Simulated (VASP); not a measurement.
Crystal: PbO.

```xyz
4
Lattice="3.8886 0.0000 0.0000 0.0000 3.8886 0.0000 0.0000 0.0000 4.8575" Properties=species:S:1:pos:R:3 pbc="T T T"
Pb    0.0000    1.9443    1.1775
Pb    1.9443    0.0000    3.6801
O     1.9443    1.9443    0.0000
O     0.0000    0.0000    0.0000
```

```yaml
Program: VASP 6.6.1
Task: relaxation of cell and atoms
Functional: PBEsol
Potentials_or_basis: VASP PAW PBE potentials, release 64 (Pb_d, O_h)
Cutoff: 1340 eV
k_mesh: 6 × 6 × 4
Occupations: gaussian, width 0.1 eV
Spin: no spin polarisation
```

At the start: pressure 6.3 GPa; volume 18.36 Å³/atom.

Question: How do energy, volume and symmetry change on relaxing?

Answer: Over 5 steps the energy falls by 23.5 meV/atom and the volume is 19.66 Å³/atom (+7.1 %); space group P4/nmm (No. 129, to 0.1 Å) before and after.

The path:
| step | energy change (eV) | largest force (eV/Å) | pressure (GPa) | volume (Å³) |
| --- | --- | --- | --- | --- |
| 1 | 0.0000 | 0.6790 | 6.34 | 73.45 |
| 2 | 0.0024 | 1.1610 | -4.64 | 81.45 |
| 3 | -0.0821 | 0.3065 | 0.29 | 77.24 |
| 4 | -0.0904 | 0.1827 | 0.14 | 77.87 |
| 5 | -0.0939 | 0.0432 | 0.01 | 78.64 |

Final structure:
```yaml
crystal:
  lattice:
    - [4.00265, 0.00000, 0.00000]
    - [0.00000, 4.00265, 0.00000]
    - [0.00000, 0.00000, 4.90821]
  atoms:
    - { symbol: Pb, position: [0.00000, 0.50000, 0.24035] }
    - { symbol: Pb, position: [0.50000, 0.00000, 0.75965] }
    - { symbol: O, position: [0.50000, 0.50000, 0.00000] }
    - { symbol: O, position: [0.00000, 0.00000, 0.00000] }
```

Caveat: the PAW data sets were made with another functional, which shifts forces and pressure a little; the relaxation stopped at a loose force limit of 0.05 eV/Å, so its end isn't a converged minimum.
